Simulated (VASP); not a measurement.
# Li: relaxation of cell and atoms with LDA

The system is Li.

```
Li
1.0
     2.98930    0.00000    0.00000
    -1.49465    2.58881    0.00000
     0.00000    0.00000    4.90342
Li
2
Direct
  0.33333 0.66667 0.25000
  0.66667 0.33333 0.75000
```

- Program: VASP 6.6.1
- Task: relaxation of cell and atoms
- Functional: LDA
- Potentials or basis: VASP PAW LDA potentials, release 64 (Li_sv)
- Cutoff: 600 eV
- k mesh: 18 × 18 × 10
- Occupations: gaussian, width 0.1 eV
- Spin: no spin polarisation
- Dipole correction: no
- Further INCAR settings: ALGO = Normal; EDIFF = 1e-06; IBRION = 2; EDIFFG = -0.005; NSW = 100; ISIF = 3

```json
{
 "Relaxed volume": "18.79 Å³/atom",
 "Relaxed cell": "a = 2.979 Å, b = 2.979 Å, c = 4.890 Å, α = 90.00°, β = 90.00°, γ = 120.00°",
 "Space group after relaxing (to 0.05 Å)": "P6_3/mmc (No. 194)",
 "Energy gained by relaxing": "0.1 meV/atom",
 "Ionic steps": "3",
 "Pressure after relaxing": "0.0 GPa",
 "Band gap on the k mesh": "zero (band 3 reaches 3.06 eV, above the bottom of band 4 at -1.65 eV)"
}
```

The path:
```tsv
step	energy change (eV)	largest force (eV/Å)	pressure (GPa)	volume (Å³)
1	0.0000	0.0000	-0.14	37.95
2	-0.0001	0.0000	-0.11	37.85
3	-0.0002	0.0000	-0.01	37.57
```

Final structure:
```cif
data_structure
_symmetry_space_group_name_H-M 'P 1'
_symmetry_Int_Tables_number 1
_cell_length_a 2.9785
_cell_length_b 2.9785
_cell_length_c 4.8903
_cell_angle_alpha 90.000
_cell_angle_beta 90.000
_cell_angle_gamma 120.000
_cell_volume 37.57
loop_
_atom_site_label
_atom_site_type_symbol
_atom_site_fract_x
_atom_site_fract_y
_atom_site_fract_z
_atom_site_occupancy
Li1 Li 0.33333 0.66667 0.25000 1
Li2 Li 0.66667 0.33333 0.75000 1
```

Levels at points of the mesh, in eV from the Fermi level:
```csv
k point,band 1,band 2,band 3,band 4,band 5,band 6,band 7
"(0.00, 0.00, 0.00)",-45.50,-45.47,-3.59,-0.09,3.18,12.99,12.99
"(0.50, 0.00, 0.00)",-45.47,-45.47,-0.10,1.14,4.85,6.10,6.58
"(0.00, 0.00, 0.50)",-45.49,-45.49,-2.47,-2.47,8.29,8.29,13.93
"(0.50, 0.00, 0.50)",-45.47,-45.47,0.67,0.67,3.80,3.80,10.24
```

Run time: 27 s on 1 thread of Intel(R) Xeon(R) 6975P-C (Granite Rapids), on a shared host, peak memory 0.17 GiB.

Caveat: the cutoff is under 1.25 times the usual one of these potentials, so pressure, stress and relaxed cells hold a basis-set (Pulay) error. Zero-point motion and thermal expansion aren't in these numbers.
